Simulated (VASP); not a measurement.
Input of a VASP 6.6.1 run:

File INCAR:

```
ALGO = Normal
EDIFF = 1E-6
ENCUT = 520
ISIF = 2
ISMEAR = -1
LASPH = T
LCHARG = F
LREAL = F
LWAVE = F
NBANDS = 20
NELM = 60
PREC = Accurate
SIGMA = 0.05
```

The input KPOINTS:

```
k-points
0
Gamma
  10 10 10
```

Contents of POSCAR:

```
SnO2
1.0
    1.6062397745      0.9273629662      4.7683728710
   -1.6062397745      0.9273629662      4.7683728710
    0.0000000000     -1.8547259325      4.7683728710
Sn O
1 2
Direct
    0.5000000000      0.5000000000      0.5000000000
    0.7628300000      0.7628300000      0.7628300000
    0.2371700000      0.2371700000      0.2371700000
```

Potentials or basis: VASP PAW LDA potentials, release 64 (Sn_d, O).

Launch:

```sh
$ cat potpaw_LDA.64/Sn_d/POTCAR potpaw_LDA.64/O/POTCAR > POTCAR
$ mpirun -np 1 vasp_std > vasp.out
```

Question: What does it give for the band gap on the k mesh?

Answer: 1.90 eV, indirect (least direct gap 2.04 eV).

Question: Estimate the largest force.

Answer: 0.411 eV/Å.

Forces in eV/Å, atoms in the order of the input:
```
Sn   0.000  0.000  0.000
O    0.000  0.000  0.411
O    0.000  0.000 -0.411
```

Caveat: spin-orbit coupling is left out, which moves the levels of the heavy elements. As with any semilocal functional, this LDA gap is likely too small.
